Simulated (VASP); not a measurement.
SrLa:

```
La Sr
1.0
     4.58000    0.00000    0.00000
     0.00000    4.58000    0.00000
     0.00000    0.00000    4.58000
La Sr
1 1
Direct
  0.00000 0.00000 0.00000
  0.50000 0.50000 0.50000
```

| Item | Value |
| --- | --- |
| Program | VASP 6.6.1 |
| Task | relaxation of cell and atoms |
| Functional | LDA |
| Potentials or basis | VASP PAW LDA potentials, release 64 (La, Sr_sv) |
| Cutoff | 600 eV |
| k mesh | 5 × 5 × 5 |
| Occupations | gaussian, width 0.1 eV |
| Spin | no spin polarisation |

At the start: pressure -3.2 GPa; volume 48.04 Å³/atom.

Question: Where does the relaxation end?

Answer: Over 3 steps the energy falls by 94.7 meV/atom and the volume is 39.93 Å³/atom (-16.9 %); space group Pm-3m (No. 221, to 0.05 Å).

The path:
| step | energy change (eV) | largest force (eV/Å) | pressure (GPa) | volume (Å³) |
| --- | --- | --- | --- | --- |
| 1 | 0.0000 | 0.0000 | -3.22 | 96.07 |
| 2 | -0.1779 | 0.0000 | -0.99 | 83.26 |
| 3 | -0.1894 | 0.0000 | -0.06 | 79.85 |

Final structure:
```cif
data_structure
_symmetry_space_group_name_H-M 'P 1'
_symmetry_Int_Tables_number 1
_cell_length_a 4.3062
_cell_length_b 4.3062
_cell_length_c 4.3062
_cell_angle_alpha 90.000
_cell_angle_beta 90.000
_cell_angle_gamma 90.000
_cell_volume 79.85
loop_
_atom_site_label
_atom_site_type_symbol
_atom_site_fract_x
_atom_site_fract_y
_atom_site_fract_z
_atom_site_occupancy
La1 La 0.00000 0.00000 0.00000 1
Sr1 Sr 0.50000 0.50000 0.50000 1
```

Caveat: the volume moved by over 15 % at a fixed basis, so the end points are rough.
